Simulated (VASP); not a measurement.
# Si (a cell with a defect) in VASP: notebook, part 2 of 2

VASP 6.6.1. The steps go on from the part before.

**5. Single point, PBE**

The input, INCAR:

```
SYSTEM = Si
  PREC = Accurate
  ENCUT = 520
  EDIFF = 1E-6
  ISMEAR = 0
  SIGMA = 0.02
  LREAL = Auto
  LASPH = .TRUE.
  NELM = 100
  ALGO = Normal
  ISIF = 2
  LWAVE = .FALSE.
  LCHARG = .FALSE.
  GGA = PE
  NBANDS = 48
```

The input, KPOINTS:

```
Automatic mesh
0
G
  2 2 2
  0 0 0
```

The input, POSCAR:

```
Si
1.0
    0.0000000000      5.4300000000      5.4300000000
    5.4300000000      0.0000000000      5.4300000000
    5.4300000000      5.4300000000      0.0000000000
Si
17
Direct
   -0.0078305709      0.0051349908      0.0016314917
    0.1284505525      0.1281024862      0.1143083794
    0.0372836096     -0.0127828729      0.4875476980
    0.1248152855      0.1302248619      0.6295677716
   -0.0070647330      0.5001291897      0.0007210866
    0.1045227440      0.6314720994      0.1312371087
   -0.0087501842      0.5020383978      0.5048702578
    0.1269011050      0.6142847145      0.6286650092
    0.5071164825      0.0054122468     -0.0204376611
    0.6202446593      0.1363901473      0.1219164825
    0.5037247698      0.0096111418      0.5080369245
    0.6656976980      0.1112070902      0.6120925414
    0.4780912523      0.5071337937      0.0068046961
    0.6211477901      0.6203354512      0.1210308471
    0.5055852670      0.4786570902      0.5060178637
    0.6194938306      0.6223988029      0.6358916206
    0.4281638122      0.8569442910      0.3581608656
```

Potentials or basis: VASP PAW PBE potentials, release 64 (Si).

Launch:

```console
$ cat potpaw_PBE.64/Si/POTCAR > POTCAR
$ mpirun -np 1 vasp_std > vasp.out
```

OUTCAR:

```text
SYSTEM = Si
   PREC = Accurate
   ENCUT = 520
   EDIFF = 1E-6
   ISMEAR = 0
   LREAL = Auto
   LASPH = .TRUE.
   NELM = 100
   ISIF = 2
   GGA = PE

 ion  position               nearest neighbor table
   1  0.992  0.005  0.002-  10 2.33   2 2.33   4 2.33   6 2.34
   2  0.128  0.128  0.114-   1 2.33   5 2.33   3 2.35   9 2.37  17 2.96
   3  0.037  0.987  0.488-  12 2.33   4 2.35   8 2.35   2 2.35  17 2.45
   4  0.125  0.130  0.630-   7 2.33   1 2.33   3 2.35  11 2.38  17 2.97
   5  0.993  0.500  0.001-  14 2.33   8 2.33   2 2.33   6 2.34
   6  0.105  0.631  0.131-  13 2.34   5 2.34   7 2.34   1 2.34
   7  0.991  0.502  0.505-  16 2.33   8 2.33   4 2.33   6 2.34
   8  0.127  0.614  0.629-   7 2.33   5 2.33   3 2.35  15 2.38  17 2.96
   9  0.507  0.005  0.980-  12 2.32   2 2.37  17 2.39  14 2.42  10 2.43
  10  0.620  0.136  0.122-  13 2.33   1 2.33  11 2.42   9 2.43  17 2.58
  11  0.504  0.010  0.508-  12 2.32   4 2.38  17 2.39  10 2.42  16 2.43
  12  0.666  0.111  0.612-   9 2.32  15 2.32  11 2.32   3 2.33
  13  0.478  0.507  0.007-  14 2.33  10 2.33  16 2.33   6 2.34
  14  0.621  0.620  0.121-  13 2.33   5 2.33  15 2.42   9 2.42  17 2.59
  15  0.506  0.479  0.506-  12 2.32   8 2.38  17 2.39  14 2.42  16 2.43
  16  0.619  0.622  0.636-  13 2.33   7 2.33  11 2.43  15 2.43  17 2.57
  17  0.428  0.857  0.358-  15 2.39  11 2.39   9 2.39   3 2.45  16 2.57  10 2.58  14 2.59   2 2.96
                             8 2.96   4 2.97

  LATTYP: Found a face centered cubic cell.
 ALAT       =    10.8600000000

  Lattice vectors:

 A1 = (   0.0000000000,   5.4300000000,   5.4300000000)
 A2 = (   5.4300000000,   0.0000000000,   5.4300000000)
 A3 = (   5.4300000000,   5.4300000000,   0.0000000000)

Analysis of symmetry for initial positions (statically):
=====================================================================
 Subroutine PRICEL returns:
 Original cell was already a primitive cell.

 Routine SETGRP: Setting up the symmetry group for a
 face centered cubic supercell.

 Subroutine GETGRP returns: Found  1 space group operations
 (whereof  1 operations were pure point group operations)
 out of a pool of 48 trial point group operations.

The static configuration has the point symmetry C_1 .
[... 154 lines left out ...]
   IVDW    =     0    specifies the selected vdW correction
   LEPSILON=     F    determine dielectric tensor
   LRPA    =     F    only Hartree local field effects (RPA)
 non-spin polarized calculation
 Gauss-broadening in eV      SIGMA  =   0.02
  energy-cutoff  :      520.00
  volume of cell :      320.21
 maximum number of plane-waves:      8646
 NGX is ok and might be reduce to    60
   NGX = 29   NGY = 29   NGZ = 29

 number of electron      68.0000000 magnetization

 Free energy of the ion-electron system (eV)
  ---------------------------------------------------
  ext. energy  EPLUGINS =         0.00000000
  ---------------------------------------------------
  free energy    TOTEN  =       -87.86955992 eV

  energy without entropy =      -87.86581974  energy(sigma->0) =      -87.86768983

 E-fermi :   6.8919     XC(G=0):  -9.6822

 val. band max:        6.7660880241   @ k =   0.0000   0.0000   0.0000
 cond. band min:       6.8938997803   @ k =   0.0000   0.5000   0.5000
 fundamental gap:      0.1278117562
 Fermi energy:         6.8919431472

 k-point     1 :       0.0000    0.0000    0.0000
  band No.  band energies     occupation
      1      -6.2965      2.00000
      2      -3.8243      2.00000
      3      -3.6308      2.00000
      4      -3.6275      2.00000
      5      -3.5221      2.00000
      6      -2.7519      2.00000
[... 381 lines left out ...]
     45      10.1591      0.00000
     46      10.3208      0.00000
 [bands above 46 left out]

------------------------ aborting loop because EDIFF is reached ----------------------------------------

  FORCE on cell =-STRESS in cart. coord.  units (eV):
  Direction    XX          YY          ZZ          XY          YZ          ZX
  --------------------------------------------------------------------------------------
  -------------------------------------------------------------------------------------
  Total        9.8236069     10.2375917     10.0322448      0.5066121     -0.5222046      0.5191410
  in kB       49.1532315     51.2246386     50.1971685      2.5348755     -2.6128940      2.5975651
  external PRESSURE =      50.1916795 kB  Pullay stress =       0.0000000 kB

 VOLUME and BASIS-vectors are now :
 -----------------------------------------------------------------------------
  energy-cutoff  :      520.00
  volume of cell :      320.21
      direct lattice vectors                 reciprocal lattice vectors
     0.000000000  5.430000000  5.430000000    -0.092081031  0.092081031  0.092081031
     5.430000000  0.000000000  5.430000000     0.092081031 -0.092081031  0.092081031
     5.430000000  5.430000000  0.000000000     0.092081031  0.092081031 -0.092081031

 POSITION                                       TOTAL-FORCE (eV/Angst)
 -----------------------------------------------------------------------------------
      0.03674      5.39634      5.41536        -0.022299      0.007022      0.034811
      1.31629      1.31818      1.39308         0.002462      0.042371     -0.020325
      8.00797      2.84983      5.56304         0.106823     -0.103739     -0.100597
      4.12567      4.09630      1.38487        -0.039891      0.005254      0.002993
      2.71962      5.39555      8.10734        -0.043858      0.019240      0.020890
      4.14151      1.28018      3.99645        -0.021079      0.042348      0.045664
[... 9 lines left out ...]
      6.83252      6.81674      6.74348        -0.025399      0.030870      0.017712
      6.59802      4.26974      6.97814         0.184321     -0.165023     -0.166943
 -----------------------------------------------------------------------------------
    total drift:                                0.002983     -0.002439     -0.002985

  FREE ENERGIE OF THE ION-ELECTRON SYSTEM (eV)
  ---------------------------------------------------
  free  energy   TOTEN  =       -87.8695599169 eV

  energy  without entropy=      -87.8658197428  energy(sigma->0) =      -87.86768983
```

OSZICAR:

```text
N       E                     dE             d eps       ncg     rms          rms(c)
DAV:   1     0.164552423673E+03    0.16455E+03   -0.26116E+04   768   0.117E+03
DAV:   2    -0.735490220292E+02   -0.23810E+03   -0.22486E+03   904   0.171E+02
DAV:   3    -0.891119868036E+02   -0.15563E+02   -0.15211E+02   992   0.380E+01
DAV:   4    -0.894641416834E+02   -0.35215E+00   -0.35043E+00   944   0.701E+00
DAV:   5    -0.894730025225E+02   -0.88608E-02   -0.88563E-02   976   0.106E+00    0.146E+01
DAV:   6    -0.883239363417E+02    0.11491E+01   -0.88853E-01   896   0.282E+00    0.885E+00
DAV:   7    -0.878601382030E+02    0.46380E+00   -0.12202E+00   896   0.326E+00    0.842E-01
DAV:   8    -0.878670967974E+02   -0.69586E-02   -0.63954E-02   896   0.909E-01    0.440E-01
DAV:   9    -0.878685509821E+02   -0.14542E-02   -0.62013E-03   904   0.269E-01    0.199E-01
DAV:  10    -0.878693222874E+02   -0.77131E-03   -0.88789E-04   896   0.106E-01    0.900E-02
DAV:  11    -0.878695443141E+02   -0.22203E-03   -0.24829E-04   904   0.593E-02    0.225E-02
DAV:  12    -0.878695572136E+02   -0.12900E-04   -0.16099E-05   952   0.150E-02    0.884E-03
DAV:  13    -0.878695598437E+02   -0.26301E-05   -0.45597E-06   896   0.774E-03    0.232E-03
DAV:  14    -0.878695599169E+02   -0.73166E-07   -0.15451E-07   576   0.158E-03
   1 F= -.87869560E+02 E0= -.87867690E+02  d E =-.374017E-02
```

Run time: 4.9 min. Hardware: 1 thread of Intel Xeon Platinum 8375C at 2.90GHz (Ice Lake), shared host; peak memory 0.46 GiB.

What came out:

```
Free energy            : -87.8696 eV
Pressure               : 5.0 GPa
Largest force          : 0.298 eV/Å
Band gap on the k mesh : zero (band 34 reaches 6.90 eV, above the bottom of band 35 at 6.76 eV)
```

Forces on the atoms (eV/Å):
```
Si  -0.022  0.007  0.035
Si   0.002  0.042 -0.020
Si   0.107 -0.104 -0.101
Si  -0.040  0.005  0.003
Si  -0.044  0.019  0.021
Si  -0.021  0.042  0.046
Si  -0.025  0.034  0.010
Si   0.000 -0.016  0.042
Si   0.032  0.095  0.002
Si  -0.029  0.022  0.030
Si  -0.115 -0.011 -0.026
Si   0.043 -0.066 -0.062
Si  -0.054  0.040  0.041
Si  -0.034  0.015  0.019
Si   0.041  0.009  0.109
Si  -0.025  0.031  0.018
Si   0.184 -0.165 -0.167
```

Levels at points of the mesh, in eV from the Fermi level:
| k point | band 32 | band 33 | band 34 | band 35 | band 36 | band 37 |
| --- | --- | --- | --- | --- | --- | --- |
| (0.00, 0.00, 0.00) | -0.80 | -0.79 | -0.47 | -0.13 | -0.13 | 0.09 |
| (0.50, 0.00, 0.00) | -1.40 | -1.39 | -0.36 | 0.39 | 0.44 | 1.04 |
| (0.00, 0.50, 0.00) | -1.44 | -1.21 | -0.24 | 0.27 | 0.76 | 0.81 |
| (0.00, 0.00, 0.50) | -1.44 | -1.21 | -0.24 | 0.26 | 0.76 | 0.80 |
| (0.50, 0.50, 0.50) | -1.44 | -1.23 | -0.23 | 0.28 | 0.75 | 0.81 |
| (0.50, 0.50, 0.00) | -1.85 | -0.93 | 0.01 | 0.55 | 1.09 | 1.19 |
| (0.00, 0.50, 0.50) | -1.85 | -0.92 | 0.00 | 0.55 | 1.09 | 1.20 |
| (0.50, 0.00, 0.50) | -1.85 | -0.94 | 0.01 | 0.55 | 1.09 | 1.20 |

Caveat: the k points lie up to 0.50 Å⁻¹ apart.
